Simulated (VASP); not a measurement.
# Te2Mo (P2_1/m) in VASP: settings compared

Te2Mo is run at these levels: PBEsol+D4, PBE, BLYP, RPBE+D3(BJ); tasks: single point.

Everything below comes from runs of VASP 6.6.1. Logs are shortened: lines on timing, memory, paths and dates and some standing lists are left out, and cuts for length are marked.

## 1. The cell of the first run

The structure is monoclinic, space group P2_1/m (No. 11). Conventional cell: a = 6.299 Å, b = 3.440 Å, c = 13.076 Å, α = 90.00°, β = 93.86°, γ = 90.00°. Te (site symmetry m) has 3 Mo at 2.76 to 2.78 Å and 10 Te at 3.40 to 3.70 Å within 3.8 Å. Within 3.7 Å of Te (site symmetry m) lie 3 Mo at 2.68 to 2.69 Å and 9 Te at 3.44 to 3.68 Å. Within 3.7 Å of Te (site symmetry m) lie 3 Mo at 2.76 to 2.78 Å and 10 Te at 3.40 to 3.65 Å. Within 3.8 Å of Te (site symmetry m) lie 3 Mo at 2.68 to 2.69 Å and 9 Te at 3.44 to 3.70 Å. Within 3.5 Å of Mo (site symmetry m) lie 6 Te at 2.68 to 2.78 Å and 4 Mo at 2.87 to 3.44 Å. Within 3.5 Å of Mo (site symmetry m) lie 6 Te at 2.68 to 2.78 Å and 4 Mo at 2.87 to 3.44 Å.

## 2. Single point, PBEsol+D4

Contents of INCAR:

```
ALGO = Normal
EDIFF = 1E-6
ENCUT = 520
GGA = PS
ISIF = 2
ISMEAR = -1
IVDW = 13
LASPH = True
LCHARG = False
LREAL = False
LWAVE = False
NBANDS = 64
NELM = 60
PREC = Accurate
SIGMA = 0.05
```

Contents of KPOINTS:

```
k-points
0
Gamma
  4 8 2
```

Contents of POSCAR:

```
Te2Mo
1.0
    6.2991014601      0.0000000000      0.0143560577
    0.0000000000      3.4398252959      0.0000000000
   -0.9108129174      0.0000000000     13.0439527228
Te Mo
8 4
Direct
    0.9456528035      0.7500000000      0.6073905612
    0.0543471965      0.2500000000      0.3926094388
    0.9051810263      0.2500000000      0.8430856325
    0.0948189737      0.7500000000      0.1569143675
    0.4131559257      0.7500000000      0.8930573105
    0.5868440743      0.2500000000      0.1069426895
    0.4418149357      0.2500000000      0.6563117021
    0.5581850643      0.7500000000      0.3436882979
    0.8175008383      0.7500000000      0.9921946881
    0.1824991617      0.2500000000      0.0078053119
    0.6805720806      0.2500000000      0.4937715736
    0.3194279194      0.7500000000      0.5062284264
```

Potentials or basis: VASP PAW PBE potentials, release 64 (Te, Mo_sv).

Command:

```sh
$ cat potpaw_PBE.64/Te/POTCAR potpaw_PBE.64/Mo_sv/POTCAR > POTCAR
$ mpirun -np 1 vasp_std > vasp.out
```

OUTCAR:

```text
EDIFF = 1E-6
   ENCUT = 520
   GGA = PS
   ISIF = 2
   ISMEAR = -1
   IVDW = 13
   LASPH = True
   LREAL = False
   NELM = 60
   PREC = Accurate

 ion  position               nearest neighbor table
   1  0.946  0.750  0.607-  11 2.76  11 2.76  12 2.78   2 3.40   2 3.40   3 3.55   3 3.55   7 3.59
                             7 3.59
   2  0.054  0.250  0.393-  12 2.76  12 2.76  11 2.78   1 3.40   1 3.40   4 3.55   4 3.55   8 3.59
                             8 3.59
   3  0.905  0.250  0.843-  10 2.68   9 2.69   9 2.69   1 3.55   1 3.55   5 3.64   5 3.64   5 3.65
                             5 3.65   7 3.68
   4  0.095  0.750  0.157-   9 2.68  10 2.69  10 2.69   2 3.55   2 3.55   6 3.64   6 3.64   6 3.65
                             6 3.65   8 3.68
   5  0.413  0.750  0.893-  10 2.76  10 2.76   9 2.78   6 3.40   6 3.40   7 3.56   7 3.56   3 3.64
                             3 3.64   3 3.65   3 3.65
   6  0.587  0.250  0.107-   9 2.76   9 2.76  10 2.78   5 3.40   5 3.40   8 3.56   8 3.56   4 3.64
                             4 3.64   4 3.65   4 3.65
   7  0.442  0.250  0.656-  12 2.68  12 2.68  11 2.69   5 3.56   5 3.56   1 3.59   1 3.59   3 3.68
[... 5 lines left out ...]
  10  0.182  0.250  0.008-   3 2.68   4 2.69   4 2.69   5 2.76   5 2.76   6 2.78   9 2.87   9 2.87

  11  0.681  0.250  0.494-   8 2.68   8 2.68   7 2.69   1 2.76   1 2.76   2 2.78  12 2.87  12 2.87

  12  0.319  0.750  0.506-   7 2.68   7 2.68   8 2.69   2 2.76   2 2.76   1 2.78  11 2.87  11 2.87

  LATTYP: Found a simple monoclinic cell.
 ALAT       =     6.2991178193
 B/A-ratio  =     0.5460804822
 C/A-ratio  =     2.0758007466
 COS(beta)  =    -0.0673831392

  Lattice vectors:

 A1 = (   6.2991014601,   0.0000000000,   0.0143560577)
 A2 = (   0.0000000000,   3.4398252959,   0.0000000000)
 A3 = (  -0.9108129174,   0.0000000000,  13.0439527228)

Analysis of symmetry for initial positions (statically):
=====================================================================
 Subroutine PRICEL returns:
 Original cell was already a primitive cell.

 Routine SETGRP: Setting up the symmetry group for a
 simple monoclinic supercell.

 Subroutine GETGRP returns: Found  4 space group operations
 (whereof  2 operations were pure point group operations)
 out of a pool of  4 trial point group operations.

The static configuration has the point symmetry S_2 .
 The point group associated with its full space group is C_2h.

Analysis of symmetry for dynamics (positions and initial velocities):
=====================================================================
 Subroutine PRICEL returns:
 Original cell was already a primitive cell.

 Routine SETGRP: Setting up the symmetry group for a
 simple monoclinic supercell.

 Subroutine GETGRP returns: Found  4 space group operations
 (whereof  2 operations were pure point group operations)
 out of a pool of  4 trial point group operations.

The dynamic configuration has the point symmetry S_2 .
 The point group associated with its full space group is C_2h.

 Subroutine INISYM returns: Found  4 space group operations
 (whereof  2 operations are pure point group operations),
 and found     1 'primitive' translations

----------------------------------------------------------------------------------------

                                     Primitive cell

  volume of cell :     282.6788

  direct lattice vectors                    reciprocal lattice vectors
     6.299101460  0.000000000  0.014356058     0.158727541  0.000000000  0.011083381
     0.000000000  3.439825296  0.000000000     0.000000000  0.290712439  0.000000000
    -0.910812917  0.000000000 13.043952723    -0.000174694  0.000000000  0.076651680

  length of vectors
     6.299117819  3.439825296 13.075713472     0.159114027  0.290712439  0.076651879

  position of ions in fractional coordinates (direct lattice)
     0.945652804  0.750000000  0.607390561
     0.054347196  0.250000000  0.392609439
     0.905181026  0.250000000  0.843085632
     0.094818974  0.750000000  0.156914368
     0.413155926  0.750000000  0.893057310
     0.586844074  0.250000000  0.106942690
     0.441814936  0.250000000  0.656311702
     0.558185064  0.750000000  0.343688298
     0.817500838  0.750000000  0.992194688
     0.182499162  0.250000000  0.007805312
     0.680572081  0.250000000  0.493771574
     0.319427919  0.750000000  0.506228426

  ion indices of the primitive-cell ions
   primitive index   ion index
                 1           1
                 2           2
                 3           3
                 4           4
                 5           5
                 6           6
                 7           7
                 8           8
                 9           9
                10          10
                11          11
                12          12

----------------------------------------------------------------------------------------

 KPOINTS: k-points

Automatic generation of k-mesh.
 Grid dimensions read from file:
 generate k-points for:    4    8    2

 Generating k-lattice:

  Cartesian coordinates                     Fractional coordinates (reciprocal lattice)
     0.039681885  0.000000000  0.002770845     0.250000000  0.000000000  0.000000000
     0.000000000  0.036339055  0.000000000     0.000000000  0.125000000  0.000000000
    -0.000087347  0.000000000  0.038325840     0.000000000  0.000000000  0.500000000

  Length of vectors
     0.039778507  0.036339055  0.038325939

  Shift w.r.t. Gamma in fractional coordinates (k-lattice)
     0.000000000  0.000000000  0.000000000

 Subroutine IBZKPT returns following result:
 ===========================================

 Found     30 irreducible k-points:

 Following reciprocal coordinates:
            Coordinates               Weight
  0.000000  0.000000  0.000000      1.000000
  0.250000  0.000000  0.000000      2.000000
  0.500000  0.000000  0.000000      1.000000
  0.000000  0.125000  0.000000      2.000000
  0.250000  0.125000  0.000000      4.000000
  0.500000  0.125000  0.000000      2.000000
[... 16 lines left out ...]
  0.250000  0.250000  0.500000      4.000000
  0.500000  0.250000  0.500000      2.000000
 [... further k-points ...]
   k-points           NKPTS =     30   k-points in BZ     NKDIM =     30   number of bands    NBANDS=     64
   number of dos      NEDOS =    301   number of ions     NIONS =     12
   total plane-waves  NPLWV = 131712
   dimension x,y,z NGX =    48 NGY =   28 NGZ =   98
   dimension x,y,z NGXF=    96 NGYF=   56 NGZF=  196
   ions per type =               8   4
   NGX,Y,Z   is equivalent  to a cutoff of  12.67, 13.53, 12.46 a.u.
   NGXF,Y,Z  is equivalent  to a cutoff of  25.34, 27.06, 24.92 a.u.
 SYSTEM =  unknown system
   PREC   = accura    normal or accurate (medium, high low for compatibility)
   ISTART =      0    job   : 0-new  1-cont  2-samecut
   ICHARG =      2    charge: 1-file 2-atom 10-const
   ISPIN  =      1    spin polarized calculation?
   LNONCOLLINEAR =      F non collinear calculations
   LSORBIT =      F    spin-orbit coupling
   LASPH  =      T    aspherical Exc in radial PAW
   ENCUT  =  520.0 eV  38.22 Ry    6.18 a.u.  11.71  6.40 24.31*2*pi/ulx,y,z
   NELM   =     60;   NELMIN=  2; NELMDL= -5     # of ELM steps
   EDIFF  = 0.1E-05   stopping-criterion for ELM
   LREAL  =      F    real-space projection
   EDIFFG = 0.1E-04   stopping-criterion for IOM
   NSW    =      0    number of steps for IOM
   IBRION =     -1    ionic relax: 0-MD 1-quasi-New 2-CG
   NFREE  =      0    steps in history (QN), initial steepest desc. (CG)
   ISIF   =      2    stress and relaxation
   ISYM   =      2    0-nonsym 1-usesym 2-fastsym
   POTIM  = 0.5000    time-step for ionic-motion
   TEBEG  =    0.0;   TEEND  =   0.0 temperature during run
   PSTRESS=    0.0 pullay stress
   NELECT =     104.0000    total number of electrons
   NUPDOWN=      -1.0000    fix difference up-down
   EMIN   =  10.00;   EMAX   =-10.00  energy-range for DOS
   EFERMI =   0.00;   METHOD = LEGACY
   ISMEAR =    -1;   SIGMA  =   0.05  broadening in eV -4-tet -1-fermi 0-gaus
   EFERMI_NEDOS =   21; number of points for ismear=-14 and -15
   IALGO  =     38    algorithm
   IMIX   =      4    mixing-type and parameters
     AMIX     =   0.40;   BMIX     =  1.00
     AMIX_MAG =   1.60;   BMIX_MAG =  1.00
  volume/ion in A,a.u.               =      23.56       158.97
  Fermi-wavevector in a.u.,A,eV,Ry     =   1.173063  2.216769 18.722676  1.376078
  Thomas-Fermi vector in A             =   2.309482
   LORBIT       =      0    0 simple, 1 ext, 2 COOP (PROOUT), +10 PAW based schemes
   GGA     = PS    functional components
   LHFCALC =     F    Hartree Fock is set to
   AEXX    =    0.0000 exact exchange contribution
   IVDW    =    13    specifies the selected vdW correction
   LEPSILON=     F    determine dielectric tensor
   LRPA    =     F    only Hartree local field effects (RPA)
 non-spin polarized calculation
  energy-cutoff  :      520.00
  volume of cell :      282.68
 maximum number of plane-waves:      7665
 NGX is ok and might be reduce to    48
   NGX = 23   NGY = 13   NGZ = 49

 number of electron     103.9999993 magnetization

 Free energy of the ion-electron system (eV)
  ---------------------------------------------------
  ext. energy  EPLUGINS =         0.00000000
  ---------------------------------------------------
  free energy    TOTEN  =       -78.50004202 eV

  energy without entropy =      -78.46528528  energy(sigma->0) =      -78.48266365

 E-fermi :   9.1713     XC(G=0): -10.9023

 val. band max:        9.1426305211   @ k =   0.5000   0.0000   0.5000
 cond. band min:       9.1793735524   @ k =  -0.0000   0.2500   0.5000
 fundamental gap:      0.0367430312
 Fermi energy:         9.1712576907

 k-point     1 :       0.0000    0.0000    0.0000
  band No.  band energies     occupation
      1     -51.8472      2.00000
      2     -51.8262      2.00000
      3     -51.7808      2.00000
      4     -51.7604      2.00000
      5     -26.1659      2.00000
      6     -26.1463      2.00000
[... 1597 lines left out ...]
     63      11.3852      0.00000
     64      11.6570      0.00000

 [... further k-points ...]

------------------------ aborting loop because EDIFF is reached ----------------------------------------

  DFT-D4 for vdW energy calculation

  Edisp (eV):   -4.08043

  FORCE on cell =-STRESS in cart. coord.  units (eV):
  Direction    XX          YY          ZZ          XY          YZ          ZX
  --------------------------------------------------------------------------------------
  -------------------------------------------------------------------------------------
  Total       0.19801     0.17083     0.20037     0.00000     0.00000     0.01916
  in kB       1.12227     0.96821     1.13565     0.00000     0.00000     0.10858
  external pressure =        1.08 kB  Pullay stress =        0.00 kB

 VOLUME and BASIS-vectors are now :
 -----------------------------------------------------------------------------
  energy-cutoff  :      520.00
  volume of cell :      282.68
      direct lattice vectors                 reciprocal lattice vectors
     6.299101460  0.000000000  0.014356058     0.158727541  0.000000000  0.011083381
     0.000000000  3.439825296  0.000000000     0.000000000  0.290712439  0.000000000
    -0.910812917  0.000000000 13.043952723    -0.000174694  0.000000000  0.076651680

 POSITION                                       TOTAL-FORCE (eV/Angst)
 -----------------------------------------------------------------------------------
      5.40354      2.57987      7.93635        -0.000204     -0.000000      0.018774
     -0.01526      0.85996      5.12196         0.000204      0.000000     -0.018774
      4.93393      0.85996     11.01016         0.003156     -0.000000     -0.028238
      0.45435      2.57987      2.04814        -0.003156     -0.000000      0.028238
      1.78910      2.57987     11.65493         0.000794     -0.000000     -0.019907
      3.59919      0.85996      1.40338        -0.000794     -0.000000      0.019907
      2.18526      0.85996      8.56724         0.000683     -0.000000      0.027151
      3.20303      2.57987      4.49107        -0.000683      0.000000     -0.027151
      4.24582      2.57987     12.95388        -0.010249     -0.000000      0.002599
      1.14247      0.85996      0.10443         0.010249     -0.000000     -0.002599
      3.83726      0.85996      6.45050         0.011591     -0.000000      0.002597
      1.55103      2.57987      6.60781        -0.011591      0.000000     -0.002597
 -----------------------------------------------------------------------------------
    total drift:                                0.000000     -0.000000     -0.000000

  FREE ENERGIE OF THE ION-ELECTRON SYSTEM (eV)
  ---------------------------------------------------
  free  energy   TOTEN  =       -82.5804678123 eV

  energy  without entropy=      -82.5457110752  energy(sigma->0) =      -82.56308944
```

Run time: 7.4 min. Hardware: 1 thread of Intel Xeon 6975P-C (Granite Rapids), shared host; peak memory 0.58 GiB.

Results:

| Property | Result |
| --- | --- |
| Free energy | -82.5805 eV |
| Pressure | 0.1 GPa |
| Largest force | 0.028 eV/Å |
| Band gap on the k mesh | zero (bands 52 and 53 overlap by 0.53 eV) |
| Dispersion energy per atom | -0.340 eV |

Forces in eV/Å, atoms in the order of the input:
```
Te   0.000  0.000  0.019
Te   0.000  0.000 -0.019
Te   0.003  0.000 -0.028
Te  -0.003  0.000  0.028
Te   0.001  0.000 -0.020
Te  -0.001  0.000  0.020
Te   0.001  0.000  0.027
Te  -0.001  0.000 -0.027
Mo  -0.010  0.000  0.003
Mo   0.010  0.000 -0.003
Mo   0.012  0.000  0.003
Mo  -0.012  0.000 -0.003
```

Levels at points of the mesh, in eV from the Fermi level:
| k point | band 49 | band 50 | band 51 | band 52 | band 53 | band 54 | band 55 | band 56 |
| --- | --- | --- | --- | --- | --- | --- | --- | --- |
| (0.00, 0.00, 0.00) | -0.35 | -0.28 | 0.10 | 0.36 | 0.48 | 0.68 | 0.76 | 0.94 |
| (0.50, 0.00, 0.00) | -0.99 | -0.97 | -0.46 | -0.42 | -0.17 | -0.16 | 0.80 | 0.81 |
| (0.00, 0.50, 0.00) | -1.71 | -1.71 | -1.42 | -1.42 | 0.89 | 0.89 | 1.14 | 1.14 |
| (0.50, 0.50, 0.00) | -1.21 | -1.21 | -1.10 | -1.10 | 0.94 | 0.94 | 1.05 | 1.05 |
| (0.00, 0.00, 0.50) | -0.15 | -0.13 | 0.18 | 0.33 | 0.39 | 0.49 | 0.82 | 0.89 |
| (0.50, 0.00, 0.50) | -1.00 | -0.98 | -0.61 | -0.26 | -0.09 | -0.03 | 0.72 | 0.86 |
| (0.00, 0.50, 0.50) | -1.68 | -1.68 | -1.54 | -1.54 | 0.84 | 0.84 | 1.15 | 1.15 |
| (0.50, 0.50, 0.50) | -1.21 | -1.21 | -1.09 | -1.09 | 0.98 | 0.98 | 1.00 | 1.00 |

Caveat: the PAW data sets were made with another functional, which shifts forces and pressure a little; spin-orbit coupling is left out, which moves the levels of the heavy elements.

## 3. Single point, PBE

This run uses another cell than the first one, of 25.30 Å³/atom.

Contents of INCAR:

```
  PREC = Accurate
  ENCUT = 520
  EDIFF = 1E-6
  ISMEAR = -1
  SIGMA = 0.05
  LREAL = False
  LASPH = True
  NELM = 80
  ALGO = Normal
  ISIF = 2
  LWAVE = False
  LCHARG = False
  GGA = PE
  NBANDS = 64
```

Contents of KPOINTS:

```
Automatic mesh
0
Gamma
  4 8 2
```

Contents of POSCAR:

```
Te2Mo
1.0
    6.3300000000      0.0000000000      0.0000000000
    0.0000000000      3.4690000000      0.0000000000
   -0.9467947088      0.0000000000     13.8276237937
Te Mo
8 4
Direct
    0.9437000000      0.7500000000      0.6045000000
    0.0563000000      0.2500000000      0.3955000000
    0.9030000000      0.2500000000      0.8514000000
    0.0970000000      0.7500000000      0.1486000000
    0.4112000000      0.7500000000      0.8955000000
    0.5888000000      0.2500000000      0.1045000000
    0.4432000000      0.2500000000      0.6484000000
    0.5568000000      0.7500000000      0.3516000000
    0.8167000000      0.7500000000      0.9926000000
    0.1833000000      0.2500000000      0.0074000000
    0.6819000000      0.2500000000      0.4934000000
    0.3181000000      0.7500000000      0.5066000000
```

Potentials or basis: VASP PAW PBE potentials, release 64 (Te, Mo_sv).

Command:

```sh
$ cat potpaw_PBE.64/Te/POTCAR potpaw_PBE.64/Mo_sv/POTCAR > POTCAR
$ mpirun -np 1 vasp_std > vasp.out
```

Run time: 7.8 min. Hardware: 1 thread of Intel Xeon 6975P-C (Granite Rapids), shared host; peak memory 0.64 GiB.

It converged, with:

| Quantity | Value |
| --- | --- |
| Free energy | -71.8053 eV |
| Pressure | 2.5 GPa |
| Largest force | 0.170 eV/Å |
| Band gap on the k mesh | zero (bands 52 and 53 overlap by 0.19 eV) |

Forces on the atoms (eV/Å):
```
Te   0.072  0.000  0.074
Te  -0.072  0.000 -0.074
Te  -0.007  0.000 -0.159
Te   0.007  0.000  0.159
Te   0.055  0.000 -0.036
Te  -0.055  0.000  0.036
Te  -0.017  0.000  0.118
Te   0.017  0.000 -0.118
Mo   0.076  0.000  0.027
Mo  -0.076  0.000 -0.027
Mo  -0.166  0.000  0.036
Mo   0.166  0.000 -0.036
```

Stress tensor (GPa, compression positive):
```
2.82 0.00 0.09
0.00 2.39 0.00
0.09 0.00 2.38
```

Levels at points of the mesh, in eV from the Fermi level:
| k point | band 50 | band 51 | band 52 | band 53 | band 54 | band 55 |
| --- | --- | --- | --- | --- | --- | --- |
| (0.00, 0.00, 0.00) | -0.12 | 0.09 | 0.12 | 0.44 | 0.68 | 0.90 |
| (0.50, 0.00, 0.00) | -0.83 | -0.65 | -0.56 | -0.08 | -0.01 | 0.90 |
| (0.00, 0.50, 0.00) | -1.52 | -1.46 | -1.46 | 1.02 | 1.02 | 1.16 |
| (0.50, 0.50, 0.00) | -1.06 | -0.98 | -0.98 | 1.01 | 1.01 | 1.08 |
| (0.00, 0.00, 0.50) | -0.03 | -0.02 | -0.02 | 0.45 | 0.56 | 0.92 |
| (0.50, 0.00, 0.50) | -0.82 | -0.64 | -0.41 | -0.03 | 0.02 | 0.86 |
| (0.00, 0.50, 0.50) | -1.56 | -1.47 | -1.47 | 1.01 | 1.01 | 1.16 |
| (0.50, 0.50, 0.50) | -1.06 | -0.97 | -0.97 | 1.02 | 1.02 | 1.04 |

Caveat: spin-orbit coupling is left out, which moves the levels of the heavy elements.

(Part 1 of 2 ends here.)
